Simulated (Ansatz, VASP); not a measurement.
**One calculation of TiC, two programs**

```xyz
2
Lattice="0.0000 2.0930 2.0930 2.0930 0.0000 2.0930 2.0930 2.0930 0.0000" Properties=species:S:1:pos:R:3 pbc="T T T"
Ti    0.0000    0.0000    0.0000
C     2.0930    2.0930    2.0930
```

Change from the starting cell: strain -0.025 along x and y, -0.025 along z, atoms carried along.

Alike in both runs: task single point; functional PBEsol; k mesh 24 × 24 × 24; occupations gaussian, width 0.15 eV; no spin polarisation.

|  | VASP | Ansatz |
| --- | --- | --- |
| version | VASP 6.6.1 | Ansatz 0.2.0 |
| potentials or method | VASP PAW PBE potentials, release 64 (Ti_sv, C), cutoff 520 eV | scalar-relativistic, plane waves, PAW |
| valence electrons in the cell | 16 | 16 |

VASP gave:

- gap on the k mesh at the Fermi level (eV): none
- pressure (GPa): 23.8

Question: Which values does Ansatz return?

Answer: gap on the k mesh at the Fermi level (eV): none; pressure (GPa): 23.6.

VASP's potentials were made for PBE, not for PBEsol. A gap of «none» marks a metal or a gap that the smearing closes. The functional is the same, so the differences come from potentials, cutoffs and numerics.
